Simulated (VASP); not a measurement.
Set up this calculation in VASP 6.6.1, as the native input.

```yaml
Task: single point
Functional: LDA
Potentials_or_basis: VASP PAW LDA potentials, release 64 (Pd)
Cutoff: 520 eV
k_mesh: 13 × 9 × 1
Occupations: gaussian, width 0.1 eV
Spin: no spin polarisation
Dipole_correction: yes
Further_INCAR_settings: ALGO = Normal; EDIFF = 1e-06; NBANDS = 61
```

The structure of Pd lies in POSCAR:

```
Pd
1.0
    2.7145474440      0.0000000000      0.0000000000
    0.0000000000      3.8389498110      0.0000000000
    0.0000000000      0.0000000000     27.2154634978
Pd
10
Direct
    0.5000000000      0.5000000000      0.2788592214
    0.0000000000      0.0000000000      0.3238810194
    0.5000000000      0.5000000000      0.3758002630
    0.0000000000      0.0000000000      0.4252682162
    0.5000000000      0.5000000000      0.4749554864
    0.0000000000      0.0000000000      0.5250445089
    0.5000000000      0.5000000000      0.5747317945
    0.0000000000      0.0000000000      0.6241997215
    0.5000000000      0.5000000000      0.6761190070
    0.0000000000      0.0000000000      0.7211407615
```

One way to write it, as run:

INCAR

```
SYSTEM = Pd
  ALGO = Normal
  DIPOL = 0.5 0.5 0.500
  EDIFF = 1E-6
  ENCUT = 520
  GGA = CA
  IDIPOL = 3
  ISIF = 2
  ISMEAR = 0
  LASPH = .True.
  LCHARG = .False.
  LDIPOL = .True.
  LREAL = .False.
  LWAVE = .False.
  NBANDS = 61
  NELM = 100
  PREC = Accurate
  SIGMA = 0.1
```

KPOINTS

```
k-points
0
Gamma
  13 9 1
  0 0 0
```

Potentials or basis: VASP PAW LDA potentials, release 64 (Pd).

Launch:

```sh
$ cat potpaw_LDA.64/Pd/POTCAR > POTCAR
$ mpirun -np 1 vasp_std > vasp.out
```

It gave:

```json
{
 "Largest force": "0.011 eV/Å",
 "Band gap on the k mesh": "zero (band 50 reaches 2.82 eV, above the bottom of band 51 at 2.33 eV)"
}
```

It took 13 min on 1 thread of Intel(R) Xeon(R) Platinum 8488C (Sapphire Rapids), with other jobs on the host, peak memory 0.54 GiB.
